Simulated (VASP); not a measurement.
Here is a VASP 6.6.1 calculation.

Contents of POSCAR:

```
SrTiO3
1.0
    3.9127013100      0.0000000000      0.0000000000
    0.0000000000      3.9127013100      0.0000000000
    0.0000000000      0.0000000000      3.9127013100
Sr Ti O
1 1 3
Direct
    0.0000000000      0.0000000000      0.0000000000
    0.5000000000      0.5000000000      0.5000000000
    0.5000000000      0.0000000000      0.5000000000
    0.5000000000      0.5000000000      0.0000000000
    0.0000000000      0.5000000000      0.5000000000
```

The input INCAR.step1:

```
  PREC = Accurate
  ENCUT = 600
  ISMEAR = 0
  SIGMA = 0.02
  LREAL = F
  LASPH = T
  NELM = 80
  GGA = PE
  ALGO = Normal
  EDIFF = 1E-4
  LWAVE = T
  LCHARG = F
```

INCAR.step2

```
  PREC = Accurate
  ENCUT = 600
  EDIFF = 1E-7
  ISMEAR = 0
  SIGMA = 0.02
  LREAL = F
  LASPH = T
  NELM = 80
  ALGO = Normal
  ISIF = 3
  LWAVE = F
  LCHARG = F
  METAGGA = R2SCAN
  LMIXTAU = T
  IBRION = 2
  NSW = 100
  EDIFFG = -0.002
  ISTART = 1
```

File KPOINTS:

```
Automatic mesh
0
Gamma
  8 8 8
```

Potentials or basis: VASP PAW PBE potentials, release 64 (Sr_sv, Ti_sv, O).

Launch:

```console
$ cat potpaw_PBE.64/Sr_sv/POTCAR potpaw_PBE.64/Ti_sv/POTCAR potpaw_PBE.64/O/POTCAR > POTCAR
$ cp INCAR.step1 INCAR
$ mpirun -np 1 vasp_std > vasp.out
$ cp INCAR.step2 INCAR
$ mpirun -np 1 vasp_std > vasp.out
```

Task: What does it give for the relaxed volume?

Result: 11.97 Å³/atom.

Task: Predict the relaxed cell.

Result: a = 3.912 Å, b = 3.912 Å, c = 3.912 Å, α = 90.00°, β = 90.00°, γ = 90.00°.

Final structure:
```
Sr Ti O
1.0
     3.91213    0.00000    0.00000
     0.00000    3.91213    0.00000
     0.00000    0.00000    3.91213
Sr Ti O
1 1 3
Direct
  0.00000 0.00000 0.00000
  0.50000 0.50000 0.50000
  0.50000 0.00000 0.50000
  0.50000 0.50000 0.00000
  0.00000 0.50000 0.50000
```

Caveat: the PAW data sets were made with another functional, which shifts forces and pressure a little.
